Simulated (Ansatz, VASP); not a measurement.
**Two plane-wave programs on CO2**

```
C O
1.0
    10.30000    0.00000    0.00000
     0.00000   10.50000    0.00000
     0.00000    0.00000   10.70000
C O
1 2
Direct
  0.50000 0.50000 0.50000
  0.56562 0.56437 0.56316
  0.43438 0.43563 0.43684
```

Alike in both runs: functional PBE; dispersion D3(BJ); k mesh 1 × 1 × 1; occupations gaussian, width 0.01 eV; no spin polarisation.

Ansatz relaxed the structure, and its values are those at the end. VASP's run is a single point on that final structure, the one shown.

|  | VASP | Ansatz |
| --- | --- | --- |
| version | VASP 6.6.1 | Ansatz 0.2.0 |
| potentials or method | VASP PAW PBE potentials, release 64 (C, O), cutoff 520 eV | scalar-relativistic, plane waves, PAW |
| valence electrons in the cell | 16 | 16 |

Ansatz gave:

| Item | Value |
| --- | --- |
| gap on the k mesh at the Fermi level (eV) | 8.01 |
| rms of the force components (eV/Å) | 0.000 |

What did VASP give for the same quantities?

gap on the k mesh at the Fermi level (eV): 8.01; rms of the force components (eV/Å): 0.299.

One of these differences is far larger than is usual between the two programs; its cause wasn't traced.

Noted on VASP's run: the standard files for N, O and F lose accuracy on very short bonds.
